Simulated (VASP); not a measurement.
A run of VASP 6.6.1 is set up as follows.

Contents of INCAR:

```
SYSTEM = Cd
PREC     = Accurate       ! precision mode
ENCUT    = 520            ! plane-wave cutoff, eV
EDIFF    = 1E-6           ! SCF threshold, eV
ISMEAR   = -1             ! smearing method
SIGMA    = 0.06122561905347299 ! smearing width, eV
LREAL    = .False.        ! projectors in reciprocal space
LASPH    = .True.         ! aspherical terms in the spheres
NELM     = 80             ! most SCF steps
ALGO     = Normal         ! electronic algorithm
ISIF     = 2              ! what is computed and relaxed
LWAVE    = .False.        ! write WAVECAR
LCHARG   = .False.        ! write CHGCAR
GGA      = PE             ! functional
NBANDS   = 12             ! bands
```

Contents of KPOINTS:

```
Automatic mesh
0
Gamma
  14 14 14
  0 0 0
```

Contents of POSCAR:

```
Cd
1.0
    0.0000000000      2.2964687652      2.2964687652
    2.2964687652      0.0000000000      2.2964687652
    2.2964687652      2.2964687652      0.0000000000
Cd
1
Direct
    0.0000000000      0.0000000000      0.0000000000
```

Potentials or basis: VASP PAW PBE potentials, release 64 (Cd).

Run with:

```bash
$ cat potpaw_PBE.64/Cd/POTCAR > POTCAR
$ mpirun -np 1 vasp_std > vasp.out
```

Q: Estimate the band gap on the k mesh.

A: Zero (bands 6 and 7 overlap by 2.87 eV).

Q: Predict the pressure.

A: -2.1 GPa.
